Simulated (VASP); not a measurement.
# AgI (F-43m) in VASP: a series of runs

Runs on AgI. Level: LDA. Tasks: elastic constants.

All numbers are computed with VASP 6.6.1; they aren't measurements. Logs are shortened: lines on timing, memory, paths and dates and some standing lists are left out, and cuts for length are marked.

## (1) The cell of the first run

Symmetry: F-43m, No. 216, cubic system. The conventional cell has a = 5.923 Å, b = 5.923 Å, c = 5.923 Å, α = 90.00°, β = 90.00°, γ = 90.00°. Ag (site symmetry -43m) has 4 I at 2.56 Å within 3.4 Å. Within 3.4 Å of I (site symmetry -43m) lie 4 Ag at 2.56 Å.

## (2) Elastic constants, LDA

Contents of INCAR:

```
PREC = Accurate
ENCUT = 500
EDIFF = 1E-8
ISMEAR = 0
SIGMA = 0.01
LREAL = F
LASPH = T
NELM = 120
ALGO = Normal
ISIF = 3
LWAVE = F
LCHARG = T
IBRION = 6
NFREE = 2
POTIM = 0.015
NSW = 1
GGA_COMPAT = F
```

Contents of KPOINTS:

```
regular mesh
0
Gamma
  6 6 6
```

Contents of POSCAR:

```
AgI
1.0
    0.0000000000      2.9613355970      2.9613355970
    2.9613355970      0.0000000000      2.9613355970
    2.9613355970      2.9613355970      0.0000000000
Ag I
1 1
Direct
    0.0000000000      0.0000000000      0.0000000000
    0.7500000000      0.7500000000      0.7500000000
```

Potentials or basis: VASP PAW LDA potentials, release 64 (Ag, I).

Run with:

```bash
cat potpaw_LDA.64/Ag/POTCAR potpaw_LDA.64/I/POTCAR > POTCAR
mpirun -np 1 vasp_std > vasp.out
```

OUTCAR:

```text
PREC = Accurate
   ENCUT = 500
   EDIFF = 1E-8
   ISMEAR = 0
   LREAL = F
   LASPH = T
   NELM = 120
   ISIF = 3
   IBRION = 6
   NFREE = 2
   POTIM = 0.015
   NSW = 1

 ion  position               nearest neighbor table
   1  0.000  0.000  0.000-   2 2.56   2 2.56   2 2.56   2 2.56
   2  0.750  0.750  0.750-   1 2.56   1 2.56   1 2.56   1 2.56

  LATTYP: Found a face centered cubic cell.
 ALAT       =     5.9226711940

  Lattice vectors:

 A1 = (   0.0000000000,   2.9613355970,   2.9613355970)
 A2 = (   2.9613355970,   0.0000000000,   2.9613355970)
 A3 = (   2.9613355970,   2.9613355970,   0.0000000000)

Analysis of symmetry for initial positions (statically):
=====================================================================
 Subroutine PRICEL returns:
 Original cell was already a primitive cell.

 Routine SETGRP: Setting up the symmetry group for a
 face centered cubic supercell.

 Subroutine GETGRP returns: Found 24 space group operations
 (whereof 24 operations were pure point group operations)
 out of a pool of 48 trial point group operations.

The static configuration has the point symmetry T_d .

Analysis of symmetry for dynamics (positions and initial velocities):
=====================================================================
 Subroutine PRICEL returns:
 Original cell was already a primitive cell.

 Routine SETGRP: Setting up the symmetry group for a
 face centered cubic supercell.

 Subroutine GETGRP returns: Found 24 space group operations
 (whereof 24 operations were pure point group operations)
 out of a pool of 48 trial point group operations.

The dynamic configuration has the point symmetry T_d .

 Subroutine INISYM returns: Found 24 space group operations
 (whereof 24 operations are pure point group operations),
 and found     1 'primitive' translations

----------------------------------------------------------------------------------------

                                     Primitive cell

  volume of cell :      51.9389

  direct lattice vectors                    reciprocal lattice vectors
     0.000000000  2.961335597  2.961335597    -0.168842735  0.168842735  0.168842735
     2.961335597  0.000000000  2.961335597     0.168842735 -0.168842735  0.168842735
     2.961335597  2.961335597  0.000000000     0.168842735  0.168842735 -0.168842735

  length of vectors
     4.187960964  4.187960964  4.187960964     0.292444195  0.292444195  0.292444195

  position of ions in fractional coordinates (direct lattice)
     0.000000000  0.000000000  0.000000000
     0.750000000  0.750000000  0.750000000

  ion indices of the primitive-cell ions
   primitive index   ion index
                 1           1
                 2           2

----------------------------------------------------------------------------------------

 KPOINTS: regular mesh

Automatic generation of k-mesh.
 Grid dimensions read from file:
 generate k-points for:    6    6    6

 Generating k-lattice:

  Cartesian coordinates                     Fractional coordinates (reciprocal lattice)
    -0.028140456  0.028140456  0.028140456     0.166666667  0.000000000  0.000000000
     0.028140456 -0.028140456  0.028140456     0.000000000  0.166666667  0.000000000
     0.028140456  0.028140456 -0.028140456     0.000000000  0.000000000  0.166666667

  Length of vectors
     0.048740699  0.048740699  0.048740699

  Shift w.r.t. Gamma in fractional coordinates (k-lattice)
[... 96 lines left out ...]

  FORCE on cell =-STRESS in cart. coord.  units (eV):
  Direction    XX          YY          ZZ          XY          YZ          ZX
  --------------------------------------------------------------------------------------
  -------------------------------------------------------------------------------------
  Total        4.8521167      4.8521167      4.8521167      0.0000000      0.0000000      0.0000000
  in kB      149.6748884    149.6748884    149.6748884      0.0000000      0.0000000      0.0000000
  external PRESSURE =     149.6748884 kB  Pullay stress =       0.0000000 kB
[... 89 lines left out ...]
  FREE ENERGIE OF THE ION-ELECTRON SYSTEM (eV)
  ---------------------------------------------------
  free  energy   TOTEN  =        -5.5904294519 eV

  energy  without entropy=       -5.5904294519  energy(sigma->0) =       -5.59042945

[... ionic steps 4 to 14 ...]

--------------------------------------- Ionic step       15  -------------------------------------------

 number of electron      18.0000001 magnetization

------------------------ aborting loop because EDIFF is reached ----------------------------------------
[... 67 lines left out ...]
--------------------------------------- Ionic step       17  -------------------------------------------

 number of electron      18.0000003 magnetization

 Free energy of the ion-electron system (eV)
  ---------------------------------------------------
  ext. energy  EPLUGINS =         0.00000000
  ---------------------------------------------------
  free energy    TOTEN  =        -5.66617441 eV

  energy without entropy =       -5.66617441  energy(sigma->0) =       -5.66617441

 E-fermi :   6.6973     XC(G=0): -10.1348

 val. band max:        6.6006016116   @ k =   0.0000   0.0000   0.0000
 cond. band min:       7.7259972132   @ k =   0.0000   0.0000   0.0000
 fundamental gap:      1.1253956015
 Fermi energy:         6.6973112727

 k-point     1 :       0.0000    0.0000    0.0000
  band No.  band energies     occupation
      1      -8.1713      2.00000
      2       0.2537      2.00000
      3       0.2780      2.00000
      4       0.3031      2.00000
      5       1.8718      2.00000
      6       1.8723      2.00000
      7       6.5693      2.00000
      8       6.5852      2.00000
      9       6.6006      2.00000
     10       7.7260      0.00000
     11      11.6383      0.00000
     12      11.6392      0.00000
     13      11.6408      0.00000
[... 354 lines left out ...]
  band No.  band energies     occupation
      1      -7.5226      2.00000
      2       0.2682      2.00000
      3       0.5854      2.00000
      4       0.6549      2.00000
      5       1.8830      2.00000
      6       1.9337      2.00000
      7       2.3030      2.00000
      8       4.5274      2.00000
      9       4.8916      2.00000
     10       9.8937      0.00000
     11      11.5928      0.00000
     12      13.0534      0.00000
     13      13.6733      0.00000

 [... further k-points ...]
[... 5 lines left out ...]
  --------------------------------------------------------------------------------------
  -------------------------------------------------------------------------------------
  Total        4.8521327      4.8562258      4.8562258      0.0000000     -0.2224316      0.0000000
  in kB      149.6753821    149.8016442    149.8016442      0.0000000     -6.8614243      0.0000000
  external PRESSURE =     149.7595568 kB  Pullay stress =       0.0000000 kB
[... 17 lines left out ...]
  FREE ENERGIE OF THE ION-ELECTRON SYSTEM (eV)
  ---------------------------------------------------
  free  energy   TOTEN  =        -5.6661744104 eV

  energy  without entropy=       -5.6661744104  energy(sigma->0) =       -5.66617441

 INTERNAL STRAIN TENSORS FROM STRAINED CELLS
 ============================================

 INTERNAL STRAIN TENSOR FOR ION    1 for displacements in x,y,z  (eV/Angst):
          X           Y           Z          XY          YZ          ZX
  --------------------------------------------------------------------------------
  x     0.00000    -0.00000    -0.00000    -0.00000   -14.85612     0.00000
  y    -0.00000    -0.00000    -0.00000     0.00000    -0.00000   -14.85608
  z    -0.00000    -0.00000     0.00000   -14.85628     0.00000    -0.00000

 INTERNAL STRAIN TENSORS FROM DISPLACED ATOMS
 ============================================

 INTERNAL STRAIN TENSOR FOR ION    1 for displacements in x,y,z  (eV/Angst):
          X           Y           Z          XY          YZ          ZX
  --------------------------------------------------------------------------------
  x     0.00000    -0.00000    -0.00000     0.00000   -14.84627     0.00000
  y     0.00000    -0.00000     0.00000     0.00000     0.00000   -14.84627
  z    -0.00000    -0.00000     0.00000   -14.84627     0.00000     0.00000

 INTERNAL STRAIN TENSOR FOR ION    2 for displacements in x,y,z  (eV/Angst):
          X           Y           Z          XY          YZ          ZX
  --------------------------------------------------------------------------------
  x    -0.00000    -0.00000    -0.00000     0.00000    14.84462     0.00000
  y    -0.00000    -0.00000    -0.00000     0.00000     0.00000    14.84462
  z    -0.00000    -0.00000    -0.00000    14.84462     0.00000     0.00000

 Eigenvectors and eigenvalues of the dynamical matrix
 ----------------------------------------------------

   1 f  =    5.581317 THz    35.068450 2PiTHz  186.172703 cm-1    23.082463 meV
             X         Y         Z           dx          dy          dz
      0.000000  0.000000  0.000000     0.000000    0.735432    0.000000
      4.442003  4.442003  4.442003     0.000000   -0.677599    0.000000
[... 21 lines left out ...]
   6 f/i=    0.001785 THz     0.011214 2PiTHz    0.059533 cm-1     0.007381 meV
             X         Y         Z           dx          dy          dz
      0.000000  0.000000  0.000000     0.000000    0.000000   -0.677599
      4.442003  4.442003  4.442003     0.000000    0.000000   -0.735432

--------------------------------------------------------------------------------------------------------

 ELASTIC MODULI CONTR FROM IONIC RELAXATION (kBar)
 Direction    XX          YY          ZZ          XY          YZ          ZX
 --------------------------------------------------------------------------------
 XX          -0.0000      0.0000      0.0000     -0.0000      0.0000      0.0000
 YY           0.0000     -0.0000      0.0000     -0.0000     -0.0000     -0.0000
 ZZ           0.0000      0.0000     -0.0000      0.0000     -0.0000      0.0000
 XY          -0.0000     -0.0000      0.0000   -914.8149     -0.0000      0.0000
 YZ           0.0000     -0.0000     -0.0000     -0.0000   -914.8149     -0.0000
 ZX           0.0000     -0.0000      0.0000      0.0000     -0.0000   -914.8149
 --------------------------------------------------------------------------------

 TOTAL ELASTIC MODULI (kBar)
 Direction    XX          YY          ZZ          XY          YZ          ZX
 --------------------------------------------------------------------------------
 XX         878.8088    999.5062    999.5062     -0.0000      0.0000      0.0000
 YY         999.5062    878.8088    999.5062     -0.0000     -0.0000     -0.0000
 ZZ         999.5062    999.5062    878.8088      0.0000      0.0000      0.0000
 XY          -0.0000     -0.0000      0.0000   -114.9970     -0.0000      0.0000
 YZ           0.0000     -0.0000      0.0000     -0.0000   -114.9970     -0.0000
 ZX           0.0000     -0.0000      0.0000      0.0000     -0.0000   -114.9970
 --------------------------------------------------------------------------------
```

It took 2 min on 1 thread of Intel Xeon 6975P-C (Granite Rapids), shared host; peak memory 0.22 GiB.

What came out:

```
Elastic constants C11, C12, C44                         : 88, 100, -11 GPa
Voigt bulk modulus                                      : 96 GPa
Highest phonon frequency at Γ, LO-TO splitting left out : 186 cm⁻¹
```

Phonon frequencies in cm⁻¹ (negative: imaginary):
```
              q point        frequencies
(0.000, 0.000, 0.000)  0 0 0 186 186 186
```

Elastic tensor in Voigt notation (GPa, in the Cartesian axes of the cell as first typed):
```
 88 100 100   0   0   0
100  88 100   0   0   0
100 100  88   0   0   0
  0   0   0 -11   0   0
  0   0   0   0 -11   0
  0   0   0   0   0 -11
```

Clamped-ion elastic tensor (GPa):
```
 88 100 100   0   0   0
100  88 100   0   0   0
100 100  88   0   0   0
  0   0   0  80   0   0
  0   0   0   0  80   0
  0   0   0   0   0  80
```

Caveat: the cell is under stress, which shifts elastic constants; the elastic tensor has a negative eigenvalue, so either the cell is unstable as it stands or the mesh is too thin; spin-orbit coupling is left out, which moves the levels of the heavy elements.

## (3) Elastic constants, LDA

This run uses another cell than the first one, of 27.30 Å³/atom.

Contents of INCAR:

```
PREC = Accurate
ENCUT = 500
EDIFF = 1E-8
ISMEAR = 0
SIGMA = 0.01
LREAL = False
LASPH = True
NELM = 120
ALGO = Normal
ISIF = 3
LWAVE = False
LCHARG = True
GGA = CA
IBRION = 6
NFREE = 2
POTIM = 0.015
NSW = 1
GGA_COMPAT = False
```

Contents of KPOINTS:

```
Automatic mesh
0
Gamma
  6 6 6
```

Contents of POSCAR:

```
AgI
1.0
    0.0000000000      3.0109725104      3.0109725104
    3.0109725104      0.0000000000      3.0109725104
    3.0109725104      3.0109725104      0.0000000000
Ag I
1 1
Direct
    0.0000000000      0.0000000000      0.0000000000
    0.7500000000      0.7500000000      0.7500000000
```

Potentials or basis: VASP PAW LDA potentials, release 64 (Ag, I).

Run with:

```bash
cat potpaw_LDA.64/Ag/POTCAR potpaw_LDA.64/I/POTCAR > POTCAR
mpirun -np 1 vasp_std > vasp.out
```

Run time: 2.1 min. Hardware: 1 thread of Intel Xeon 6975P-C (Granite Rapids), shared host; peak memory 0.22 GiB.

Results (log left out):

| Property | Result |
| --- | --- |
| Elastic constants C11, C12, C44 | 75, 81, -4 GPa |
| Voigt bulk modulus | 79 GPa |
| Highest phonon frequency at Γ, LO-TO splitting left out | 169 cm⁻¹ |

Phonon frequencies in cm⁻¹ (negative: imaginary):
```csv
q point,frequencies
"(0.000, 0.000, 0.000)",0 0 0 169 169 169
```

Elastic tensor in Voigt notation (GPa, in the Cartesian axes of the cell as first typed):
```
75 81 81  0  0  0
81 75 81  0  0  0
81 81 75  0  0  0
 0  0  0 -4  0  0
 0  0  0  0 -4  0
 0  0  0  0  0 -4
```

Clamped-ion elastic tensor (GPa):
```
75 81 81  0  0  0
81 75 81  0  0  0
81 81 75  0  0  0
 0  0  0 66  0  0
 0  0  0  0 66  0
 0  0  0  0  0 66
```

Caveat: the cell is under stress, which shifts elastic constants; the elastic tensor has a negative eigenvalue, so either the cell is unstable as it stands or the mesh is too thin; spin-orbit coupling is left out, which moves the levels of the heavy elements.

## (4) Elastic constants, LDA

This run uses another cell than the first one, of 28.32 Å³/atom.

Contents of INCAR:

```
ALGO = Normal
EDIFF = 1E-8
ENCUT = 500
GGA = CA
GGA_COMPAT = False
IBRION = 6
ISIF = 3
ISMEAR = 0
LASPH = True
LCHARG = False
LREAL = False
LWAVE = False
NELM = 120
NFREE = 2
NSW = 1
POTIM = 0.015
PREC = Accurate
SIGMA = 0.01
```

Contents of KPOINTS:

```
k-points
0
Gamma
  6 6 6
```

Contents of POSCAR:

```
AgI
1.0
    0.0000000000      3.0479546085      3.0479546085
    3.0479546085      0.0000000000      3.0479546085
    3.0479546085      3.0479546085      0.0000000000
Ag I
1 1
Direct
    0.0000000000      0.0000000000      0.0000000000
    0.7500000000      0.7500000000      0.7500000000
```

Run with:

```bash
cat potpaw_LDA.64/Ag/POTCAR potpaw_LDA.64/I/POTCAR > POTCAR
mpirun -np 1 vasp_std > vasp.out
```

Run time: 2.4 min. Hardware: 1 thread of Intel Xeon 6975P-C (Granite Rapids), shared host; peak memory 0.22 GiB.

It converged, with:

* Elastic constants C11, C12, C44: 67, 69, 1 GPa
* Voigt bulk modulus: 68 GPa
* Highest phonon frequency at Γ, LO-TO splitting left out: 156 cm⁻¹

Phonon frequencies in cm⁻¹ (negative: imaginary):
```tsv
q point	frequencies
(0.000, 0.000, 0.000)	0 0 0 156 156 156
```

Elastic tensor in Voigt notation (GPa, in the Cartesian axes of the cell as first typed):
```
67 69 69  0  0  0
69 67 69  0  0  0
69 69 67  0  0  0
 0  0  0  1  0  0
 0  0  0  0  1  0
 0  0  0  0  0  1
```

Clamped-ion elastic tensor (GPa):
```
67 69 69  0  0  0
69 67 69  0  0  0
69 69 67  0  0  0
 0  0  0 57  0  0
 0  0  0  0 57  0
 0  0  0  0  0 57
```

Caveat: the cell is under stress, which shifts elastic constants; the elastic tensor has a negative eigenvalue, so either the cell is unstable as it stands or the mesh is too thin; spin-orbit coupling is left out, which moves the levels of the heavy elements.

## (5) Elastic constants, LDA

This run uses another cell than the first one, of 29.57 Å³/atom.

Contents of INCAR:

```
SYSTEM = AgI
PREC = Accurate ; ENCUT = 500
EDIFF = 1E-8 ; ISMEAR = 0
SIGMA = 0.01 ; LREAL = .FALSE.
LASPH = .TRUE. ; NELM = 120
ALGO = Normal ; ISIF = 3
LWAVE = .FALSE. ; LCHARG = .FALSE.
GGA = CA ; NBANDS = 16
IBRION = 6 ; NFREE = 2
POTIM = 0.015 ; NSW = 1
GGA_COMPAT = .FALSE.
```

Contents of KPOINTS:

```
Automatic mesh
0
G
  6 6 6
  0 0 0
```

Contents of POSCAR:

```
AgI
1.0
    0.0000000000      3.0924291734      3.0924291734
    3.0924291734      0.0000000000      3.0924291734
    3.0924291734      3.0924291734      0.0000000000
Ag I
1 1
Direct
    0.0000000000      0.0000000000      0.0000000000
    0.7500000000      0.7500000000      0.7500000000
```

Run with:

```bash
cat potpaw_LDA.64/Ag/POTCAR potpaw_LDA.64/I/POTCAR > POTCAR
mpirun -np 1 vasp_std > vasp.out
```

It took 2.8 min on 1 thread of Intel Xeon 6975P-C (Granite Rapids), shared host; peak memory 0.23 GiB.

Results (log left out):

```
Elastic constants C11, C12, C44                         : 59, 57, 5 GPa
Voigt bulk modulus                                      : 57 GPa
Highest phonon frequency at Γ, LO-TO splitting left out : 142 cm⁻¹
```

Phonon frequencies in cm⁻¹ (negative: imaginary):
```tsv
q point	frequencies
(0.000, 0.000, 0.000)	0 0 0 142 142 142
```

Elastic tensor in Voigt notation (GPa, in the Cartesian axes of the cell as first typed):
```
59 57 57  0  0  0
57 59 57  0  0  0
57 57 59  0  0  0
 0  0  0  5  0  0
 0  0  0  0  5  0
 0  0  0  0  0  5
```

Clamped-ion elastic tensor (GPa):
```
59 57 57  0  0  0
57 59 57  0  0  0
57 57 59  0  0  0
 0  0  0 47  0  0
 0  0  0  0 47  0
 0  0  0  0  0 47
```

Caveat: the cell is under stress, which shifts elastic constants; spin-orbit coupling is left out, which moves the levels of the heavy elements.

## (6) Elastic constants, LDA

This run uses another cell than the first one, of 30.64 Å³/atom.

Contents of INCAR:

```
  ALGO = Normal
  EDIFF = 1E-8
  ENCUT = 500
  GGA_COMPAT = F
  IBRION = 6
  ISIF = 3
  ISMEAR = 0
  LASPH = T
  LCHARG = F
  LREAL = F
  LWAVE = F
  NELM = 120
  NFREE = 2
  NSW = 1
  POTIM = 0.015
  PREC = Accurate
  SIGMA = 0.01
```

Contents of KPOINTS:

```
k-points
0
Gamma
  6 6 6
```

Contents of POSCAR:

```
AgI
1.0
    0.0000000000      3.1292000066      3.1292000066
    3.1292000066      0.0000000000      3.1292000066
    3.1292000066      3.1292000066      0.0000000000
Ag I
1 1
Direct
    0.0000000000      0.0000000000      0.0000000000
    0.7500000000      0.7500000000      0.7500000000
```

Potentials or basis: VASP PAW LDA potentials, release 64 (Ag, I).

Run with:

```bash
cat potpaw_LDA.64/Ag/POTCAR potpaw_LDA.64/I/POTCAR > POTCAR
mpirun -np 1 vasp_std > vasp.out
```

Run time: 2.3 min. Hardware: 1 thread of Intel Xeon 6975P-C (Granite Rapids), shared host; peak memory 0.22 GiB.

It converged, with:

```
Elastic constants C11, C12, C44                         : 53, 48, 8 GPa
Voigt bulk modulus                                      : 49 GPa
Highest phonon frequency at Γ, LO-TO splitting left out : 131 cm⁻¹
```

Phonon frequencies in cm⁻¹ (negative: imaginary):
```
              q point        frequencies
(0.000, 0.000, 0.000)  0 0 0 131 131 131
```

Elastic tensor in Voigt notation (GPa, in the Cartesian axes of the cell as first typed):
```
53 48 48  0  0  0
48 53 48  0  0  0
48 48 53  0  0  0
 0  0  0  8  0  0
 0  0  0  0  8  0
 0  0  0  0  0  8
```

Clamped-ion elastic tensor (GPa):
```
53 48 48  0  0  0
48 53 48  0  0  0
48 48 53  0  0  0
 0  0  0 41  0  0
 0  0  0  0 41  0
 0  0  0  0  0 41
```

Caveat: the cell is under stress, which shifts elastic constants; spin-orbit coupling is left out, which moves the levels of the heavy elements.
